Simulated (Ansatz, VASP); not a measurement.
# One calculation of AlFe3B, two programs

Contents of INCAR:

```
ALGO = Normal
EDIFF = 1E-6
ENCUT = 520
GGA = PS
ISIF = 2
ISMEAR = -1
ISPIN = 2
LASPH = T
LCHARG = F
LMAXMIX = 4
LORBIT = 11
LREAL = F
LWAVE = F
MAGMOM = 3 3 3 0 0
NBANDS = 27
NELM = 150
PREC = Accurate
SIGMA = 0.05
```

KPOINTS

```
k-points
0
Gamma
  6 6 6
```

File POSCAR:

```
AlFe3B
1.0
    3.7458755600      0.0000000000      0.0000000000
    0.0000000000      3.7458755600      0.0000000000
    0.0000000000      0.0000000000      3.8223220000
Fe Al B
3 1 1
Direct
    0.0000000000      0.0000000000      0.5000000000
    0.0000000000      0.5000000000      0.0000000000
    0.5000000000      0.0000000000      0.0000000000
    0.5000000000      0.5000000000      0.5000000000
    0.0000000000      0.0000000000      0.0000000000
```

input.yaml

```yaml
crystal:
  lattice:
    - [3.74587556, 0.0, 0.0]
    - [0.0, 3.74587556, 0.0]
    - [0.0, 0.0, 3.822322]
  atoms:
    - { symbol: Fe, position: [0.0, 0.0, 0.5], spin: 3.0 }
    - { symbol: Fe, position: [0.0, 0.5, 0.0], spin: 3.0 }
    - { symbol: Fe, position: [0.5, 0.0, 0.0], spin: 3.0 }
    - { symbol: Al, position: [0.5, 0.5, 0.5] }
    - { symbol: B, position: [0.0, 0.0, 0.0] }
hamiltonian:
  xc: pbesol
  pseudopotentials: { kind: paw }
magnetization:
  spin_polarized: true
kpoints:
  mp_grid: { grid: [6, 6, 6] }
scf:
  occupations: { method: fermi_dirac, width: 0.05 }
output:
  forces: true
  stress: true
  eigenvalues: true
  write_density: true
  write_potential: true
  elf: true
  volumetric_format: npy
```

Alike in both runs: task single point; functional PBEsol; k mesh 6 × 6 × 6; occupations fermi-dirac, width 0.05 eV; collinear spin.

```csv
,VASP,Ansatz
version,VASP 6.6.1,Ansatz 0.2.0
potentials or method,"VASP PAW PBE potentials, release 64 (Fe, Al, B)",Ansatz PAW
plane-wave cutoff (eV),520,420
valence electrons in the cell,30,54
```

|  | VASP | Ansatz | Ansatz less VASP |
| --- | --- | --- | --- |
| gap on the k mesh at the Fermi level (eV) | none | none | - |
| pressure (GPa) | 0.9 | 0.1 | -0.74 |
| traceless stress, the component that is largest in VASP (GPa) | -4.82 | -4.79 | +0.033 |
| net moment per atom (μB) | 0.80 | 0.80 | -0.002 |
| size of the moment on the site where the two differ most (μB) | 1.41 | 1.31 | -0.107 |

VASP's potentials were made for PBE, not for PBEsol. Site moments also hang on the region over which each program counts them. A gap of «none» marks a metal or a gap that the smearing closes. The functional is the same, so the differences come from potentials, cutoffs and numerics. VASP's potentials hold 30 valence electrons a cell and Ansatz's 54, so a difference there can come from the potentials and not from the codes.
